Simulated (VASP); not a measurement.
Al:

```
CELL_PARAMETERS angstrom
2.58367 0.00000 0.00000
0.00000 2.58367 0.00000
0.00000 0.00000 2.58367
ATOMIC_POSITIONS crystal
Al 0.00000 0.00000 0.00000
```

```yaml
Program: VASP 6.6.1
Task: relaxation of cell and atoms
Functional: PBEsol
Potentials_or_basis: VASP PAW PBE potentials, release 64 (Al)
Cutoff: 500 eV
k_mesh: 6 × 6 × 6
Occupations: gaussian, width 0.1 eV
Spin: no spin polarisation
```

At the start: pressure 10.9 GPa; volume 17.25 Å³/atom.

Where does the relaxation end?

Over 3 steps the energy falls by 75.7 meV/atom and the volume is 19.77 Å³/atom (+14.6 %); space group Pm-3m (No. 221, to 0.05 Å).

The path:
| step | energy change (eV) | largest force (eV/Å) | pressure (GPa) | volume (Å³) |
| --- | --- | --- | --- | --- |
| 1 | 0.0000 | 0.0000 | 10.87 | 17.25 |
| 2 | -0.0734 | 0.0000 | -1.49 | 20.33 |
| 3 | -0.0757 | 0.0000 | 0.23 | 19.77 |

Final structure:
```
Al
1.0
     2.70389    0.00000    0.00000
     0.00000    2.70389    0.00000
     0.00000    0.00000    2.70389
Al
1
Direct
  0.00000 0.00000 0.00000
```

Caveat: the k points lie up to 0.39 Å⁻¹ apart in the final cell; the PAW data sets were made with another functional, which shifts forces and pressure a little.
